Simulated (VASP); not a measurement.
A run of VASP 6.6.1 is set up as follows.

File INCAR:

```
SYSTEM = BN
ALGO = Normal
EDIFF = 1E-8
ENCUT = 520
GGA = PE
ISIF = 2
ISMEAR = 0
LASPH = .TRUE.
LCHARG = .FALSE.
LEPSILON = .TRUE.
LREAL = .FALSE.
LWAVE = .FALSE.
NELM = 80
PREC = Accurate
SIGMA = 0.01
```

KPOINTS

```
k-points
0
G
  10 10 10
  0 0 0
```

The input POSCAR:

```
BN
1.0
    2.4882474826      0.0027783522     -0.2444865124
   -1.2344752300      2.1604232930      0.2445306024
   -0.9249799228     -0.9087833053      3.3134102742
B N
1 1
Direct
    0.9910320786      0.9914197637     -0.0061621980
    0.6571169214      0.3244642363      0.9929671980
```

Potentials or basis: VASP PAW PBE potentials, release 64 (B, N).

The run is started by

```bash
$ cat potpaw_PBE.64/B/POTCAR potpaw_PBE.64/N/POTCAR > POTCAR
$ mpirun -np 1 vasp_std > vasp.out
```

Q: What does it give for the electronic dielectric tensor (diagonal)?

A: 4.83, 4.84, 2.76.

Q: What does it give for the Born charges (mean of the diagonal)?

A: B +2.04; N -2.04 e.

Q: What does it give for the band gap on the k mesh?

A: 4.14 eV (least direct gap 4.87 eV).

Born effective charge tensors (e):
atom 1, B
```
 2.68  0.01 -0.19
 0.01  2.69  0.11
-0.19  0.11  0.76
```
atom 2, N
```
-2.68 -0.01  0.19
-0.01 -2.69 -0.11
 0.19 -0.11 -0.76
```

 A k mesh can miss the band edges.
